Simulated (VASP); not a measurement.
# Pt (Fm-3m) in VASP: a series of runs

Runs on Pt. Level: PBE. Tasks: single point.

Program: VASP 6.6.1. These are calculated values, not measurements. Logs are shortened: lines on timing, memory, paths and dates and some standing lists are left out, and cuts for length are marked.

### 1 The cell of the first run

Symmetry: Fm-3m, No. 225, cubic system. Conventional cell: a = 3.950 Å, b = 3.950 Å, c = 3.950 Å, α = 90.00°, β = 90.00°, γ = 90.00°. Pt (site symmetry m-3m) has 12 Pt at 2.79 Å within 3.7 Å.

### 2 Single point, PBE

Input file INCAR:

```
PREC     = Accurate       # precision mode
ENCUT    = 520            # plane-wave cutoff, eV
EDIFF    = 1E-6           # SCF threshold, eV
ISMEAR   = 1              # smearing method
SIGMA    = 0.05           # smearing width, eV
LREAL    = False          # projectors in reciprocal space
LASPH    = True           # aspherical terms in the spheres
NELM     = 80             # most SCF steps
ALGO     = Normal         # electronic algorithm
ISIF     = 2              # what is computed and relaxed
LWAVE    = False          # write WAVECAR
LCHARG   = True           # write CHGCAR
GGA      = PE             # functional
LELF     = True           # ELF
LVHAR    = True         
NBANDS   = 11             # bands
```

Input file KPOINTS:

```
regular mesh
0
Gamma
  18 18 18
```

Input file POSCAR:

```
Pt
1.0
    0.0000000000      1.9747732512      1.9747732512
    1.9747732512      0.0000000000      1.9747732512
    1.9747732512      1.9747732512      0.0000000000
Pt
1
Direct
    0.0000000000      0.0000000000      0.0000000000
```

Potentials or basis: VASP PAW PBE potentials, release 64 (Pt).

Command:

```
$ cat potpaw_PBE.64/Pt/POTCAR > POTCAR
$ mpirun -np 1 vasp_std > vasp.out
```

OUTCAR:

```text
PREC = Accurate
   ENCUT = 520
   EDIFF = 1E-6
   ISMEAR = 1
   LREAL = False
   LASPH = True
   NELM = 80
   ISIF = 2
   GGA = PE

 ion  position               nearest neighbor table
   1  0.000  0.000  0.000-

  LATTYP: Found a face centered cubic cell.
 ALAT       =     3.9495465024

  Lattice vectors:

 A1 = (   0.0000000000,   1.9747732512,   1.9747732512)
 A2 = (   1.9747732512,   0.0000000000,   1.9747732512)
 A3 = (   1.9747732512,   1.9747732512,   0.0000000000)

Analysis of symmetry for initial positions (statically):
=====================================================================
 Subroutine PRICEL returns:
 Original cell was already a primitive cell.

 Routine SETGRP: Setting up the symmetry group for a
 face centered cubic supercell.

 Subroutine GETGRP returns: Found 48 space group operations
 (whereof 48 operations were pure point group operations)
 out of a pool of 48 trial point group operations.

The static configuration has the point symmetry O_h .

Analysis of symmetry for dynamics (positions and initial velocities):
=====================================================================
 Subroutine PRICEL returns:
 Original cell was already a primitive cell.

 Routine SETGRP: Setting up the symmetry group for a
 face centered cubic supercell.

 Subroutine GETGRP returns: Found 48 space group operations
 (whereof 48 operations were pure point group operations)
 out of a pool of 48 trial point group operations.

The dynamic configuration has the point symmetry O_h .

 Subroutine INISYM returns: Found 48 space group operations
 (whereof 48 operations are pure point group operations),
 and found     1 'primitive' translations

----------------------------------------------------------------------------------------

                                     Primitive cell

  volume of cell :      15.4022

  direct lattice vectors                    reciprocal lattice vectors
     0.000000000  1.974773251  1.974773251    -0.253193626  0.253193626  0.253193626
     1.974773251  0.000000000  1.974773251     0.253193626 -0.253193626  0.253193626
     1.974773251  1.974773251  0.000000000     0.253193626  0.253193626 -0.253193626

  length of vectors
     2.792751114  2.792751114  2.792751114     0.438544224  0.438544224  0.438544224

  position of ions in fractional coordinates (direct lattice)
     0.000000000  0.000000000  0.000000000

  ion indices of the primitive-cell ions
   primitive index   ion index
                 1           1

----------------------------------------------------------------------------------------

 KPOINTS: regular mesh

Automatic generation of k-mesh.
 Grid dimensions read from file:
 generate k-points for:   18   18   18

 Generating k-lattice:

  Cartesian coordinates                     Fractional coordinates (reciprocal lattice)
    -0.014066313  0.014066313  0.014066313     0.055555556  0.000000000  0.000000000
     0.014066313 -0.014066313  0.014066313     0.000000000  0.055555556  0.000000000
     0.014066313  0.014066313 -0.014066313     0.000000000  0.000000000  0.055555556

  Length of vectors
     0.024363568  0.024363568  0.024363568

  Shift w.r.t. Gamma in fractional coordinates (k-lattice)
     0.000000000  0.000000000  0.000000000

 Subroutine IBZKPT returns following result:
 ===========================================

 Found    195 irreducible k-points:

 Following reciprocal coordinates:
            Coordinates               Weight
  0.000000  0.000000  0.000000      1.000000
  0.055556  0.000000  0.000000      8.000000
  0.111111  0.000000  0.000000      8.000000
  0.166667  0.000000  0.000000      8.000000
  0.222222  0.000000  0.000000      8.000000
  0.277778  0.000000  0.000000      8.000000
[... 16 lines left out ...]
 -0.277778  0.055556  0.000000     24.000000
 -0.222222  0.055556  0.000000     24.000000
 [... further k-points ...]
   k-points           NKPTS =    195   k-points in BZ     NKDIM =    195   number of bands    NBANDS=     11
   number of dos      NEDOS =    301   number of ions     NIONS =      1
   total plane-waves  NPLWV =  13824
   dimension x,y,z NGX =    24 NGY =   24 NGZ =   24
   dimension x,y,z NGXF=    48 NGYF=   48 NGZF=   48
   ions per type =               1
   NGX,Y,Z   is equivalent  to a cutoff of  14.29, 14.29, 14.29 a.u.
   NGXF,Y,Z  is equivalent  to a cutoff of  28.57, 28.57, 28.57 a.u.
 SYSTEM =  unknown system
   PREC   = accura    normal or accurate (medium, high low for compatibility)
   ISTART =      0    job   : 0-new  1-cont  2-samecut
   ICHARG =      2    charge: 1-file 2-atom 10-const
   ISPIN  =      1    spin polarized calculation?
   LNONCOLLINEAR =      F non collinear calculations
   LSORBIT =      F    spin-orbit coupling
   LASPH  =      T    aspherical Exc in radial PAW
   ENCUT  =  520.0 eV  38.22 Ry    6.18 a.u.   5.19  5.19  5.19*2*pi/ulx,y,z
   NELM   =     80;   NELMIN=  2; NELMDL= -5     # of ELM steps
   EDIFF  = 0.1E-05   stopping-criterion for ELM
   LREAL  =      F    real-space projection
   EDIFFG = 0.1E-04   stopping-criterion for IOM
   NSW    =      0    number of steps for IOM
   IBRION =     -1    ionic relax: 0-MD 1-quasi-New 2-CG
   NFREE  =      0    steps in history (QN), initial steepest desc. (CG)
   ISIF   =      2    stress and relaxation
   ISYM   =      2    0-nonsym 1-usesym 2-fastsym
   POTIM  = 0.5000    time-step for ionic-motion
   TEBEG  =    0.0;   TEEND  =   0.0 temperature during run
   PSTRESS=    0.0 pullay stress
   NELECT =      10.0000    total number of electrons
   NUPDOWN=      -1.0000    fix difference up-down
   EMIN   =  10.00;   EMAX   =-10.00  energy-range for DOS
   EFERMI =   0.00;   METHOD = LEGACY
   ISMEAR =     1;   SIGMA  =   0.05  broadening in eV -4-tet -1-fermi 0-gaus
   EFERMI_NEDOS =   21; number of points for ismear=-14 and -15
   IALGO  =     38    algorithm
   IMIX   =      4    mixing-type and parameters
     AMIX     =   0.40;   BMIX     =  1.00
     AMIX_MAG =   1.60;   BMIX_MAG =  1.00
  volume/ion in A,a.u.               =      15.40       103.94
  Fermi-wavevector in a.u.,A,eV,Ry     =   1.417580  2.678838 27.341360  2.009533
  Thomas-Fermi vector in A             =   2.538795
   LORBIT       =      0    0 simple, 1 ext, 2 COOP (PROOUT), +10 PAW based schemes
   GGA     = PE    functional components
   LHFCALC =     F    Hartree Fock is set to
   AEXX    =    0.0000 exact exchange contribution
   IVDW    =     0    specifies the selected vdW correction
   LEPSILON=     F    determine dielectric tensor
   LRPA    =     F    only Hartree local field effects (RPA)
 non-spin polarized calculation
 Methfessel and Paxton  Order N= 1 SIGMA  =   0.05
  energy-cutoff  :      520.00
  volume of cell :       15.40
 maximum number of plane-waves:       432
 NGX is ok and might be reduce to    24
   NGX = 11   NGY = 11   NGZ = 11

 number of electron      10.0000001 magnetization

 Free energy of the ion-electron system (eV)
  ---------------------------------------------------
  ext. energy  EPLUGINS =         0.00000000
  ---------------------------------------------------
  free energy    TOTEN  =        -6.09188223 eV

  energy without entropy =       -6.09181134  energy(sigma->0) =       -6.09185860

 E-fermi :  10.8676     XC(G=0): -13.3644

 val. band max:       10.8656815937   @ k =  -0.3333   0.3889   0.1111
 cond. band min:      10.8781881328   @ k =   0.4444   0.1111   0.0000
 fundamental gap:      0.0125065391
 Fermi energy:        10.8676125949

 k-point     1 :       0.0000    0.0000    0.0000
  band No.  band energies     occupation
      1       0.8828      2.00000
      2       7.2027      2.00000
      3       7.2027      2.00000
      4       7.2027      2.00000
      5       9.2838      2.00000
      6       9.2838      2.00000
      7      25.5611      0.00000
      8      30.4083      0.00000
      9      30.4083      0.00000
     10      30.4083      0.00000
     11      35.6761      0.00000

 k-point     2 :       0.0556    0.0000    0.0000
  band No.  band energies     occupation
      1       1.0048      2.00000
      2       7.1488      2.00000
      3       7.2510      2.00000
      4       7.2510      2.00000
      5       9.2569      2.00000
      6       9.2569      2.00000
      7      25.7487      0.00000
      8      29.7412      0.00000
      9      30.5931      0.00000
     10      30.5931      0.00000
     11      36.4018      0.00000

 k-point     3 :       0.1111    0.0000    0.0000
  band No.  band energies     occupation
      1       1.3600      2.00000
      2       7.0102      2.00000
      3       7.3775      2.00000
      4       7.3775      2.00000
      5       9.1994      2.00000
      6       9.1994      2.00000
      7      26.2578      0.00000
      8      28.3402      0.00000
      9      31.1299      0.00000
     10      31.1299      0.00000
     11      37.1141      0.00000

 k-point     4 :       0.1667    0.0000    0.0000
  band No.  band energies     occupation
      1       1.9105      2.00000
      2       6.8553      2.00000
      3       7.5199      2.00000
      4       7.5199      2.00000
      5       9.1850      2.00000
      6       9.1850      2.00000
      7      26.6771      0.00000
      8      26.9509      0.00000
      9      31.9606      0.00000
     10      31.9606      0.00000
     11      35.5301      0.00000
[... 239 lines left out ...]
 k-point    22 :      -0.3333    0.0556    0.0000
  band No.  band energies     occupation
      1       3.7504      2.00000
      2       7.2987      2.00000
      3       7.4079      2.00000
      4       7.8256      2.00000
      5       9.9540      2.00000
      6      10.6727      2.00000
      7      20.3840      0.00000
      8      26.1857      0.00000
      9      30.2985      0.00000
     10      32.2543      0.00000
     11      35.4706      0.00000

 k-point    23 :      -0.2778    0.0556    0.0000
  band No.  band energies     occupation
      1       3.4510      2.00000
      2       7.0432      2.00000
      3       7.4778      2.00000
      4       7.5485      2.00000
      5       9.4774      2.00000
      6      10.1836      2.00000
      7      22.4676      0.00000
      8      26.8694      0.00000
      9      31.1898      0.00000
     10      33.9093      0.00000
     11      34.0148      0.00000

 k-point    24 :      -0.2222    0.0556    0.0000
  band No.  band energies     occupation
      1       2.8944      2.00000
      2       6.7290      2.00000
      3       7.5831      2.00000
      4       7.6483      2.00000
      5       9.1007      2.00000
      6       9.7570      2.00000
      7      24.4358      0.00000
      8      27.3653      0.00000
      9      31.7123      0.00000
     10      33.1799      0.00000
     11      34.4044      0.00000

 [... further k-points ...]
[... 5 lines left out ...]
  --------------------------------------------------------------------------------------
  -------------------------------------------------------------------------------------
  Total        0.3305614      0.3305614      0.3305614      0.0000000     -0.0000000      0.0000000
  in kB       34.3859540     34.3859540     34.3859540      0.0000000     -0.0000000      0.0000000
  external PRESSURE =      34.3859540 kB  Pullay stress =       0.0000000 kB

 VOLUME and BASIS-vectors are now :
 -----------------------------------------------------------------------------
  energy-cutoff  :      520.00
  volume of cell :       15.40
      direct lattice vectors                 reciprocal lattice vectors
     0.000000000  1.974773251  1.974773251    -0.253193626  0.253193626  0.253193626
     1.974773251  0.000000000  1.974773251     0.253193626 -0.253193626  0.253193626
     1.974773251  1.974773251  0.000000000     0.253193626  0.253193626 -0.253193626

 POSITION                                       TOTAL-FORCE (eV/Angst)
 -----------------------------------------------------------------------------------
      0.00000      0.00000      0.00000         0.000000     -0.000000      0.000000
 -----------------------------------------------------------------------------------
    total drift:                                0.000000     -0.000000     -0.000000

  FREE ENERGIE OF THE ION-ELECTRON SYSTEM (eV)
  ---------------------------------------------------
  free  energy   TOTEN  =        -6.0918822257 eV

  energy  without entropy=       -6.0918113364  energy(sigma->0) =       -6.09185860
```

Wall time 54 s (1 thread of AMD EPYC 7R13, shared host); peak memory 0.14 GiB.

Results:

```
Free energy            : -6.0919 eV
Pressure               : 3.4 GPa
Band gap on the k mesh : zero (band 5 reaches 11.34 eV, above the bottom of band 6 at 9.19 eV)
```

Caveat: spin-orbit coupling is left out, which moves the levels of the heavy elements.

### 3 Single point, PBE

This run uses another cell than the first one, of 15.64 Å³/atom, 1.015 times its volume.

Input file INCAR:

```
SYSTEM = Pt
PREC     = Accurate       ! precision mode
ENCUT    = 520            ! plane-wave cutoff, eV
EDIFF    = 1E-7           ! SCF threshold, eV
ISMEAR   = 1              ! smearing method
SIGMA    = 0.05           ! smearing width, eV
LREAL    = .False.        ! projectors in reciprocal space
LASPH    = .True.         ! aspherical terms in the spheres
NELM     = 100            ! most SCF steps
ALGO     = Normal         ! electronic algorithm
ISIF     = 2              ! what is computed and relaxed
LWAVE    = .False.        ! write WAVECAR
LCHARG   = .False.        ! write CHGCAR
GGA      = PE             ! functional
NBANDS   = 11             ! bands
```

Input file KPOINTS:

```
Automatic mesh
0
Gamma
  18 18 18
  0 0 0
```

Input file POSCAR:

```
Pt
1.0
    0.0000000000      1.9847470227      1.9847470227
    1.9847470227      0.0000000000      1.9847470227
    1.9847470227      1.9847470227      0.0000000000
Pt
1
Direct
    0.0000000000      0.0000000000      0.0000000000
```

Potentials or basis: VASP PAW PBE potentials, release 64 (Pt).

Command:

```
$ cat potpaw_PBE.64/Pt/POTCAR > POTCAR
$ mpirun -np 1 vasp_std > vasp.out
```

OUTCAR:

```text
SYSTEM = Pt
   PREC = Accurate
   ENCUT = 520
   EDIFF = 1E-7
   ISMEAR = 1
   LREAL = .False.
   LASPH = .True.
   NELM = 100
   ISIF = 2
   GGA = PE

 ion  position               nearest neighbor table
   1  0.000  0.000  0.000-

  LATTYP: Found a face centered cubic cell.
 ALAT       =     3.9694940454

  Lattice vectors:

 A1 = (   0.0000000000,   1.9847470227,   1.9847470227)
 A2 = (   1.9847470227,   0.0000000000,   1.9847470227)
 A3 = (   1.9847470227,   1.9847470227,   0.0000000000)

Analysis of symmetry for initial positions (statically):
[... 507 lines left out ...]
      5       8.8640      2.00000
      6       9.5029      2.00000
      7      24.0638      0.00000
      8      27.0511      0.00000
      9      31.2689      0.00000
     10      32.7817      0.00000
     11      33.9858      0.00000

 [... further k-points ...]
[... 5 lines left out ...]
  --------------------------------------------------------------------------------------
  -------------------------------------------------------------------------------------
  Total       -0.0446324     -0.0446324     -0.0446324      0.0000000     -0.0000000      0.0000000
  in kB       -4.5731517     -4.5731517     -4.5731517      0.0000000     -0.0000000      0.0000000
  external PRESSURE =      -4.5731517 kB  Pullay stress =       0.0000000 kB

 VOLUME and BASIS-vectors are now :
 -----------------------------------------------------------------------------
  energy-cutoff  :      520.00
  volume of cell :       15.64
      direct lattice vectors                 reciprocal lattice vectors
     0.000000000  1.984747023  1.984747023    -0.251921275  0.251921275  0.251921275
     1.984747023  0.000000000  1.984747023     0.251921275 -0.251921275  0.251921275
     1.984747023  1.984747023  0.000000000     0.251921275  0.251921275 -0.251921275

 POSITION                                       TOTAL-FORCE (eV/Angst)
 -----------------------------------------------------------------------------------
      0.00000      0.00000      0.00000         0.000000      0.000000      0.000000
 -----------------------------------------------------------------------------------
    total drift:                               -0.000000     -0.000000     -0.000000

  FREE ENERGIE OF THE ION-ELECTRON SYSTEM (eV)
  ---------------------------------------------------
  free  energy   TOTEN  =        -6.0942103809 eV

  energy  without entropy=       -6.0941493768  energy(sigma->0) =       -6.09419005
```

Wall time 66 s (1 thread of AMD EPYC 7R13, shared host); peak memory 0.14 GiB.

Results:

```yaml
Free_energy: -6.0942 eV
Pressure: -0.5 GPa
Band_gap_on_the_k_mesh: zero (band 5 reaches 11.04 eV, above the bottom of band 6 at 8.94 eV)
```

Caveat: spin-orbit coupling is left out, which moves the levels of the heavy elements.
